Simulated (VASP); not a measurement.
Write the native input for VASP 6.6.1 that does the following.

| Item | Value |
| --- | --- |
| Task | single point |
| Functional | PBEsol |
| Potentials or basis | VASP PAW PBE potentials, release 64 (Cs_sv) |
| Cutoff | 520 eV |
| k mesh | 6 × 6 × 6 |
| Occupations | fermi-dirac, width 0.05 eV |
| Spin | non-collinear spin, zero start, spin-orbit coupling |
| Starting moments | [[0.0, 0.0, 0.0]] μB |
| Dipole correction | no |
| Further INCAR settings | ALGO = Fast; EDIFF = 1e-06; NBANDS = 20 |

The structure of Cs lies in POSCAR:

```
Cs
1.0
    0.0000000000      3.9483357400      3.9483357400
    3.9483357400      0.0000000000      3.9483357400
    3.9483357400      3.9483357400      0.0000000000
Cs
1
Direct
    0.0000000000      0.0000000000      0.0000000000
```

This isn't the form of Cs at room conditions, which is bcc.

The input as run:

INCAR

```
SYSTEM = Cs
ALGO = Fast
EDIFF = 1E-6
ENCUT = 520
GGA = PS
GGA_COMPAT = .FALSE.
ISIF = 2
ISMEAR = -1
LASPH = .TRUE.
LCHARG = .FALSE.
LORBIT = 11
LORBMOM = .TRUE.
LREAL = .FALSE.
LSORBIT = .TRUE.
LWAVE = .FALSE.
MAGMOM = 0 0 0
NBANDS = 20
NELM = 150
PREC = Accurate
SIGMA = 0.05
```

KPOINTS

```
k-points
0
G
  6 6 6
  0 0 0
```

Potentials or basis: VASP PAW PBE potentials, release 64 (Cs_sv).

Command:

```console
$ cat potpaw_PBE.64/Cs_sv/POTCAR > POTCAR
$ mpirun -np 1 vasp_ncl > vasp.out
```

It gave:

```yaml
Pressure: -0.2 GPa
Net_moment: 0.00 μB per cell
Valence_electrons_inside_the_program's_atomic_spheres: Cs 6.55
```

Caveat: the PAW data sets were made with another functional, which shifts forces and pressure a little.

It took 120 s on 1 thread of AMD EPYC 7R43 64-Core Processor (Zen 3), with other jobs on the host, peak memory 0.47 GiB.
